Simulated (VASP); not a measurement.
Set up this calculation in VASP 6.6.1, as the native input.

```
Task                   : single point
Functional             : r2SCAN
Potentials or basis    : VASP PAW PBE potentials, release 64 (Fe_sv)
Cutoff                 : 660 eV
k mesh                 : 10 × 10 × 10
Occupations            : gaussian, width 0.1 eV
Spin                   : no spin polarisation
Dipole correction      : no
Second run             : valence_matched
Further INCAR settings : ALGO = Normal; EDIFF = 1e-06; NBANDS = 23
```

Crystal: Fe.

```
Fe
1.0
    -1.23247    1.23247    3.61070
     1.23247   -1.23247    3.61070
     1.23247    1.23247   -3.61070
Fe
2
Cartesian
  0.0000 0.0000 6.1479
  0.0000 0.0000 1.0735
```

One way to write it, as run:

POSCAR

```
Fe
1.0
   -1.2324727939      1.2324727939      3.6107022369
    1.2324727939     -1.2324727939      3.6107022369
    1.2324727939      1.2324727939     -3.6107022369
Fe
2
Direct
    0.8513469090      0.8513469090      0.0000000000
    0.1486530910      0.1486530910      0.0000000000
```

INCAR.step1

```
PREC = Accurate
ENCUT = 660
ISMEAR = 0
SIGMA = 0.1
LREAL = False
LASPH = True
NELM = 120
NBANDS = 23
GGA = PE
ALGO = Normal
EDIFF = 1E-5
LWAVE = True
LCHARG = False
GGA_COMPAT = False
```

INCAR.step2

```
PREC = Accurate
ENCUT = 660
EDIFF = 1E-6
ISMEAR = 0
SIGMA = 0.1
LREAL = False
LASPH = True
NELM = 120
ALGO = Normal
ISIF = 2
LWAVE = False
LCHARG = False
METAGGA = R2SCAN
LMIXTAU = True
NBANDS = 23
ISTART = 1
GGA_COMPAT = False
```

KPOINTS

```
Automatic mesh
0
Gamma
  10 10 10
```

Potentials or basis: VASP PAW PBE potentials, release 64 (Fe_sv).

Command:

```sh
$ cat potpaw_PBE.64/Fe_sv/POTCAR > POTCAR
$ cp INCAR.step1 INCAR
$ mpirun -np 1 vasp_std > vasp.out
$ cp INCAR.step2 INCAR
$ mpirun -np 1 vasp_std > vasp.out
```

It gave:

- Pressure: -2.4 GPa
- Largest force: 0.008 eV/Å
- Band gap on the k mesh: zero (band 16 reaches 13.70 eV, above the bottom of band 17 at 11.59 eV)

Caveat: the k points lie up to 0.36 Å⁻¹ apart; the PAW data sets were made with another functional, which shifts forces and pressure a little; the run has no spin polarisation, though such a crystal can be magnetic.

It took 8 min on 1 thread of AMD EPYC 9R14 (Zen 4) (shared host), peak memory 0.21 GiB.
